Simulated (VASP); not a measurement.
# Al32O (a cell with a defect) in VASP: a series of runs, part 2 of 2

VASP 6.6.1. Earlier steps stand in the parts before.

## 3. Single point, PBE+D3(BJ)

File INCAR:

```
SYSTEM = Al32O
PREC = Accurate
ENCUT = 520
EDIFF = 1E-6
ISMEAR = -1
SIGMA = 0.15
LREAL = Auto
LASPH = .TRUE.
NELM = 60
ALGO = Normal
ISIF = 2
LWAVE = .FALSE.
LCHARG = .FALSE.
GGA = PE
IVDW = 12
NBANDS = 73
```

File KPOINTS:

```
regular mesh
0
G
  2 2 2
  0 0 0
```

File POSCAR:

```
Al32O
1.0
    8.1000000000      0.0000000000      0.0000000000
    0.0000000000      8.1000000000      0.0000000000
    0.0000000000      0.0000000000      8.1000000000
Al O
32 1
Direct
    0.5207777778     -0.0012098765      0.0406296296
    0.7250617284      0.2494320988     -0.0127654321
    0.7230864198      0.0037654321      0.2632222222
   -0.0141111111      0.0267654321      0.0295925926
    0.2502345679      0.2184814815     -0.0088518519
    0.4675802469      0.4837160494      0.0073580247
    0.7436790123      0.7267654321      0.0498024691
    0.2066172840      0.0375802469      0.2800370370
    0.4989629630      0.2486543210      0.2389876543
    0.7358518519      0.5225432099      0.2556296296
    0.5087654321     -0.0120987654      0.5221728395
    0.7502592593      0.2560000000      0.4607283951
    0.7484814815     -0.0108024691      0.7583703704
    0.0102716049      0.5099135802     -0.0013580247
    0.2552839506      0.7584814815      0.0495432099
   -0.0009135802      0.2684320988      0.2263333333
    0.2511851852      0.4658148148      0.2557407407
    0.4728024691      0.8114320988      0.2855308642
   -0.0494444444     -0.0259753086      0.4948888889
    0.2170246914      0.2238765432      0.5414567901
    0.4855802469      0.4552839506      0.5103209877
    0.7138271605      0.7288271605      0.5078765432
    0.2679753086     -0.0277407407      0.7902345679
    0.5058395062      0.2547160494      0.7179629630
    0.7170987654      0.4718765432      0.7518888889
   -0.0200493827      0.7753086420      0.2673827160
   -0.0137654321      0.5127901235      0.4734938272
    0.2750617284      0.7180123457      0.5287407407
   -0.0414074074      0.2722592593      0.7523950617
    0.2178395062      0.4672839506      0.7400370370
    0.5328518519      0.7827530864      0.8119135802
   -0.0011604938      0.7161851852      0.7727901235
    0.1109629630      0.8573456790      0.6158024691
```

Potentials or basis: VASP PAW PBE potentials, release 64 (Al, O).

On the command line:

```
$ cat potpaw_PBE.64/Al/POTCAR potpaw_PBE.64/O/POTCAR > POTCAR
$ mpirun -np 1 vasp_std > vasp.out
```

OUTCAR:

```text
SYSTEM = Al32O
   PREC = Accurate
   ENCUT = 520
   EDIFF = 1E-6
   ISMEAR = -1
   LREAL = Auto
   LASPH = .TRUE.
   NELM = 60
   ISIF = 2
   GGA = PE
   IVDW = 12
 IVDW          = 12

 ion  position               nearest neighbor table
   1  0.521  0.999  0.041-   3 2.44  18 2.53  31 2.55   9 2.59   2 2.65   7 2.85   5 2.85  23 2.89
                            15 2.90  13 2.94   8 3.21  24 3.34
   2  0.725  0.249  0.987-  25 2.62   1 2.65  29 2.69   9 2.74   4 2.80  24 2.81  13 2.81   6 2.82
                            16 2.95   3 2.99  10 3.10  14 3.13
   3  0.723  0.004  0.263-   1 2.44  18 2.56  12 2.60  19 2.64   9 2.70  11 2.73  26 2.78   7 2.84
                             4 2.85  22 2.98   2 2.99  16 3.11
   4  0.986  0.027  0.030-  16 2.53   5 2.66   8 2.71   2 2.80  26 2.80   3 2.85  13 2.94  29 3.01
                            23 3.03  15 3.08   7 3.13  32 3.27
   5  0.250  0.218  0.991-  23 2.58   4 2.66   6 2.78   8 2.78  16 2.82   1 2.85   9 2.85  30 2.88
                            17 2.93  24 3.04  14 3.06  29 3.08
   6  0.468  0.484  0.007-  17 2.67   9 2.69   5 2.78   2 2.82  15 2.83  25 2.89  31 2.94  30 2.97
                            10 2.98   7 3.00  24 3.01
   7  0.744  0.727  0.050-  10 2.35  31 2.61  26 2.63  14 2.81   3 2.84   1 2.85  18 2.99   6 3.00
[... 293 lines left out ...]
      5      -1.0802      2.00000
      6      -0.9628      2.00000
[... 517 lines left out ...]
     62      10.8224      0.00000
     63      10.9669      0.00000
 [bands above 63 left out]

------------------------ aborting loop because EDIFF is reached ----------------------------------------

 Edisp (eV)  -10.93162

 E8    (eV) :    -4.8721

  FORCE on cell =-STRESS in cart. coord.  units (eV):
  Direction    XX          YY          ZZ          XY          YZ          ZX
  --------------------------------------------------------------------------------------
  -------------------------------------------------------------------------------------
  Total       2.97061    12.29350    11.24022     1.59398    -0.29788     1.33168
  in kB       8.95575    37.06218    33.88678     4.80550    -0.89804     4.01471
  external pressure =       26.63 kB  Pullay stress =        0.00 kB

 VOLUME and BASIS-vectors are now :
 -----------------------------------------------------------------------------
  energy-cutoff  :      520.00
  volume of cell :      531.44
      direct lattice vectors                 reciprocal lattice vectors
     8.100000000  0.000000000  0.000000000     0.123456790  0.000000000  0.000000000
     0.000000000  8.100000000  0.000000000     0.000000000  0.123456790  0.000000000
     0.000000000  0.000000000  8.100000000     0.000000000  0.000000000  0.123456790

 POSITION                                       TOTAL-FORCE (eV/Angst)
 -----------------------------------------------------------------------------------
      4.21830      8.09020      0.32910        -0.928928      0.237281     -1.400302
      5.87300      2.02040      7.99660         0.373645      0.189281      0.587841
      5.85700      0.03050      2.13210         1.261676      0.064545      0.010990
      7.98570      0.21680      0.23970        -0.347695     -1.098458     -1.140563
      2.02690      1.76970      8.02830         0.149712      0.900719      0.108024
      3.78740      3.91810      0.05960         0.389545      0.442824     -0.448794
[... 25 lines left out ...]
      8.09060      5.80110      6.25960        -0.627283      1.041643     -0.621237
      0.89880      6.94450      4.98800         0.553756      0.031552      1.350252
 -----------------------------------------------------------------------------------
    total drift:                               -0.023594     -0.009716     -0.005363

  FREE ENERGIE OF THE ION-ELECTRON SYSTEM (eV)
  ---------------------------------------------------
  free  energy   TOTEN  =      -134.4653537384 eV

  energy  without entropy=     -133.5782255477  energy(sigma->0) =     -134.02178964
```

stdout:

```text
POSCAR found type information on POSCAR AlO
 POSCAR found :  2 types and      33 ions
 scaLAPACK will be used
 LDA part: xc-table for (Slater+PW92), standard interpolation
 POSCAR, INCAR and KPOINTS ok, starting setup
 FFT: planning ... GRIDC
 FFT: planning ... GRID_SOFT
 FFT: planning ... GRID
 WAVECAR not read
 entering main loop
```

It took 8.3 min on 1 thread of Intel Xeon Platinum 8259CL at 2.50GHz (Skylake/Cascade Lake), shared host; peak memory 0.56 GiB.

What came out:

```yaml
Free_energy: -134.4654 eV
Pressure: 2.7 GPa
Largest_force: 2.824 eV/Å
Band_gap_on_the_k_mesh: zero (bands 51 and 52 overlap by 0.58 eV)
Dispersion_energy_per_atom: -0.331 eV
```

Forces on the atoms (eV/Å):
```
Al  -0.929  0.237 -1.400
Al   0.374  0.189  0.588
Al   1.262  0.065  0.011
Al  -0.348 -1.098 -1.141
Al   0.150  0.901  0.108
Al   0.390  0.443 -0.449
Al   0.011  1.382 -1.655
Al   1.020 -0.769 -0.290
Al  -0.371  0.241  0.593
Al  -0.505 -1.717  0.573
Al  -0.491  1.122  1.055
Al   0.199  0.084  0.863
Al   0.737  0.842  0.222
Al  -0.149 -0.678  1.061
Al  -0.398 -0.241 -0.255
Al  -1.005  0.793  0.426
Al  -0.167  0.672  0.216
Al  -0.275 -1.981 -0.713
Al   0.462  1.260  1.183
Al   0.095 -0.081 -0.588
Al  -0.117  1.570 -1.463
Al   0.130 -0.200  0.690
Al  -0.560  0.027 -0.721
Al  -0.587 -2.082  1.815
Al   0.403  1.797 -0.161
Al   0.553 -0.904 -1.086
Al   0.151 -0.573  0.507
Al  -0.123  0.059 -0.207
Al   0.454 -1.036 -0.245
Al   0.791  0.421  0.545
Al  -1.081 -1.816 -0.812
Al  -0.627  1.042 -0.621
O    0.554  0.032  1.350
```

Stress tensor (GPa, compression positive):
```
 0.90  0.48  0.40
 0.48  3.71 -0.09
 0.40 -0.09  3.39
```

Caveat: the k points lie up to 0.39 Å⁻¹ apart, too coarse for converged energies and pressures of a metal; the atoms stand as in a frame of molecular dynamics.

## 4. Single point, PBE+D3(BJ)

File INCAR:

```
  PREC = Accurate
  ENCUT = 520
  EDIFF = 1E-6
  ISMEAR = -1
  SIGMA = 0.15
  LREAL = Auto
  LASPH = True
  NELM = 100
  ALGO = Normal
  ISIF = 2
  LWAVE = False
  LCHARG = False
  GGA = PE
  IVDW = 12
  NBANDS = 73
```

File KPOINTS:

```
regular mesh
0
Gamma
  2 2 2
```

File POSCAR:

```
Al32O
1.0
    8.1000000000      0.0000000000      0.0000000000
    0.0000000000      8.1000000000      0.0000000000
    0.0000000000      0.0000000000      8.1000000000
Al O
32 1
Direct
    0.4866666667      0.0029259259      0.0109259259
    0.7531604938      0.2411481481      0.0277037037
    0.7396049383      0.0126913580      0.2762098765
   -0.0003580247     -0.0120123457      0.0159506173
    0.2238641975      0.2742345679      0.0451604938
    0.5034320988      0.4738641975      0.0237654321
    0.7480246914      0.7932592593      0.0134938272
    0.2551111111     -0.0143580247      0.2615308642
    0.5048024691      0.2521358025      0.2682345679
    0.6957283951      0.5075061728      0.2835802469
    0.5030123457     -0.0366419753      0.5350740741
    0.7099259259      0.2252098765      0.5261728395
    0.7250246914      0.0166296296      0.7875308642
   -0.0498765432      0.4949012346      0.0166296296
    0.2210617284      0.7032098765     -0.0115679012
    0.0040370370      0.2553086420      0.2937283951
    0.2063086420      0.4926913580      0.2643703704
    0.4817530864      0.7465185185      0.2044938272
   -0.0239876543     -0.0306049383      0.4893827160
    0.2574567901      0.2420123457      0.5169012346
    0.4782839506      0.5054320988      0.5322716049
    0.7190246914      0.7516543210      0.4812345679
    0.2343209877      0.0490740741      0.7841728395
    0.4690246914      0.2667530864      0.7746913580
    0.7105925926      0.5318024691      0.8023209877
   -0.0290493827      0.7304814815      0.2365061728
   -0.0439876543      0.4531851852      0.5260370370
    0.2286419753      0.7488518519      0.5095555556
   -0.0023950617      0.2536790123      0.7692592593
    0.2603827160      0.4569012346      0.7403950617
    0.4698271605      0.7389012346      0.7673703704
   -0.0284691358      0.6937777778      0.7156666667
    0.0897160494      0.8734074074      0.6803209877
```

On the command line:

```
$ cat potpaw_PBE.64/Al/POTCAR potpaw_PBE.64/O/POTCAR > POTCAR
$ mpirun -np 1 vasp_std > vasp.out
```

It took 8.4 min on 1 thread of Intel Xeon Platinum 8259CL at 2.50GHz (Skylake/Cascade Lake), shared host; peak memory 0.56 GiB.

It converged, with:

- Free energy: -134.5577 eV
- Pressure: 2.1 GPa
- Largest force: 3.926 eV/Å
- Band gap on the k mesh: zero (bands 51 and 52 overlap by 0.62 eV)
- Dispersion energy per atom: -0.331 eV

Forces on the atoms (eV/Å):
```
Al  -0.314  0.533  0.015
Al  -0.196  0.030  0.090
Al  -0.410 -0.146 -0.686
Al   0.294  0.652  0.466
Al   0.171 -0.686 -0.640
Al  -1.030  0.327  0.270
Al  -0.563 -0.921 -0.202
Al  -0.335  0.301  0.161
Al  -0.917 -0.545  0.102
Al   1.125 -0.383 -0.319
Al  -1.138  0.958 -0.419
Al   0.340  0.750  0.497
Al   0.280  0.046 -0.736
Al   0.615 -0.094  0.043
Al   0.013  0.258  0.299
Al  -0.833 -1.228 -1.007
Al   0.843  0.943  0.609
Al  -0.101  0.024  0.966
Al   0.243  0.718  0.459
Al  -0.215 -0.727 -1.026
Al   0.874 -0.177 -1.045
Al   0.446 -0.597  0.577
Al   0.167 -1.609 -0.032
Al   2.807 -1.662  0.308
Al   0.197 -0.962 -1.311
Al   0.391  0.264  0.971
Al   0.010  0.714 -0.450
Al   0.562 -0.314 -0.366
Al  -1.074 -0.056  0.534
Al  -2.705  2.561  1.239
Al   0.036  0.421  0.439
Al  -0.591 -0.287  1.610
O    1.006  0.893 -1.416
```

Stress tensor (GPa, compression positive):
```
 1.71 -0.35 -0.68
-0.35  3.15  0.49
-0.68  0.49  1.48
```

Levels at points of the mesh, in eV from the Fermi level:
```csv
k point,band 49,band 50,band 51,band 52,band 53,band 54
"(0.00, 0.00, 0.00)",0.01,0.12,0.28,0.37,0.49,0.71
"(0.50, 0.00, 0.00)",-0.33,-0.25,-0.09,-0.05,0.09,0.21
"(0.00, 0.50, 0.00)",-0.27,-0.19,-0.13,-0.05,0.08,0.25
"(0.00, 0.00, 0.50)",-0.32,-0.17,-0.05,0.07,0.12,0.18
"(0.50, 0.50, 0.00)",-0.36,-0.31,0.21,0.64,0.84,0.88
"(0.00, 0.50, 0.50)",-0.35,-0.20,-0.11,0.53,0.79,0.92
"(0.50, 0.00, 0.50)",-0.37,-0.21,0.09,0.56,0.85,0.92
"(0.50, 0.50, 0.50)",-0.51,-0.46,-0.39,-0.35,-0.25,-0.25
```

Caveat: the k points lie up to 0.39 Å⁻¹ apart, too coarse for converged energies and pressures of a metal; the atoms stand as in a frame of molecular dynamics.

## 5. The runs side by side

| cell | gap on the mesh (eV) | pressure (GPa) | largest force (eV/Å) |
| --- | --- | --- | --- |
| as given, atomic positions A | none | 0.9 | 1.81 |
| as given, atomic positions B | none | 2.7 | 2.82 |
| as given, atomic positions C | none | 2.1 | 3.93 |

Alike in all rows: task single point; level PBE+D3(BJ); potentials or basis VASP PAW PBE potentials, release 64 (Al, O); no spin polarisation; k mesh 2 × 2 × 2; cutoff (eV) 520; smearing fermi-dirac 0.15 eV.

Caveats: all runs use coarse meshes; the atoms stand as in a frame of molecular dynamics (at least some runs).

Total energies depend on the potentials used, so only differences within one code and one set of settings carry meaning.
